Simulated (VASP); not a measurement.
Write the native input for VASP 6.6.1 that does the following.

```yaml
Task: relaxation of cell and atoms
Functional: PBE
Potentials_or_basis: VASP PAW PBE potentials, release 64 (Ga_d, Sb)
Cutoff: 600 eV
k_mesh: 6 × 6 × 6
Occupations: gaussian, width 0.1 eV
Spin: no spin polarisation
Dipole_correction: no
Further_INCAR_settings: ALGO = Normal; EDIFF = 1e-06; IBRION = 2; EDIFFG = -0.015; NSW = 80; ISIF = 3
```

The structure of GaSb lies in POSCAR:

```
GaSb
1.0
   -5.8271595117      0.0000000000      0.0000000000
    0.0000000000      0.0000000000      5.8271595117
    0.0000000000      5.8271595117      0.0000000000
Ga Sb
4 4
Direct
    0.5000000000      0.0000000000      0.0000000000
    0.5000000000      0.5000000000      0.0000000000
    0.0000000000      0.0000000000      0.5000000000
    0.0000000000      0.5000000000      0.5000000000
    0.5000000000      0.0000000000      0.5000000000
    0.5000000000      0.5000000000      0.5000000000
    0.0000000000      0.0000000000      0.0000000000
    0.0000000000      0.5000000000      0.0000000000
```

These files were run (other wordings do the same):

INCAR

```
ALGO = Normal ; EDIFF = 1E-6
EDIFFG = -0.015 ; ENCUT = 600
GGA = PE ; IBRION = 2
ISIF = 3 ; ISMEAR = 0
LASPH = True ; LCHARG = False
LREAL = False ; LWAVE = False
NELM = 100 ; NSW = 80
PREC = Accurate ; SIGMA = 0.1
```

KPOINTS

```
k-points
0
Gamma
  6 6 6
```

Potentials or basis: VASP PAW PBE potentials, release 64 (Ga_d, Sb).

Run with:

```bash
$ cat potpaw_PBE.64/Ga_d/POTCAR potpaw_PBE.64/Sb/POTCAR > POTCAR
$ mpirun -np 1 vasp_std > vasp.out
```

Results of the run:

The relaxed volume is 25.12 Å³/atom, the relaxed cell is a = 5.745 Å, b = 6.088 Å, c = 5.745 Å, α = 90.00°, β = 90.00°, γ = 90.00° and the space group after relaxing (to 0.1 Å) is P4/mmm (No. 123). The energy gained by relaxing is 16.2 meV/atom, the ionic steps are 8 and the pressure after relaxing is 0.0 GPa. The band gap on the k mesh is zero (bands 36 and 37 overlap by 2.76 eV).

Caveat: spin-orbit coupling is left out, which moves the levels of the heavy elements.

Run time: 66 min on 1 thread of Intel Xeon 8259CL, with other jobs on the host, peak memory 0.57 GiB.
